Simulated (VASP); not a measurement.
Set up this calculation in VASP 6.6.1, as the native input.

| Item | Value |
| --- | --- |
| Task | single point |
| Functional | PBE |
| Potentials or basis | VASP PAW PBE potentials, release 64 (Cs_sv) |
| Cutoff | 520 eV |
| k mesh | 9 × 9 × 9 |
| Occupations | fermi-dirac, width 0.0612256 eV |
| Spin | no spin polarisation |
| Dipole correction | no |
| Further INCAR settings | ALGO = Normal; EDIFF = 1e-07; NBANDS = 16 |

The structure of Cs lies in POSCAR:

```
Cs
1.0
    0.0000000000      5.6602649095      5.6602649095
    5.6602649095      0.0000000000      5.6602649095
    5.6602649095      5.6602649095      0.0000000000
Cs
2
Direct
    0.0000000000      0.0000000000      0.0000000000
    0.2500000000      0.2500000000      0.2500000000
```

This isn't the form of Cs at room conditions, which is bcc.

These files were run (other wordings do the same):

INCAR

```
SYSTEM = Cs
PREC     = Accurate       ! precision mode
ENCUT    = 520            ! plane-wave cutoff, eV
EDIFF    = 1E-7           ! SCF threshold, eV
ISMEAR   = -1             ! smearing method
SIGMA    = 0.06122561905347299 ! smearing width, eV
LREAL    = .False.        ! projectors in reciprocal space
LASPH    = .True.         ! aspherical terms in the spheres
NELM     = 60             ! most SCF steps
ALGO     = Normal         ! electronic algorithm
ISIF     = 2              ! what is computed and relaxed
LWAVE    = .False.        ! write WAVECAR
LCHARG   = .True.         ! write CHGCAR
GGA      = PE             ! functional
LELF     = .True.         ! ELF
LVHAR    = .True.       
NBANDS   = 16             ! bands
```

KPOINTS

```
regular mesh
0
Gamma
  9 9 9
  0 0 0
```

Potentials or basis: VASP PAW PBE potentials, release 64 (Cs_sv).

Command:

```console
$ cat potpaw_PBE.64/Cs_sv/POTCAR > POTCAR
$ mpirun -np 1 vasp_std > vasp.out
```

Results of the run:

```json
{"Pressure": "0.0 GPa"}
```

It took 2.8 min on 1 thread of Intel(R) Xeon(R) Platinum 8488C (Sapphire Rapids), on a shared host, peak memory 0.57 GiB.
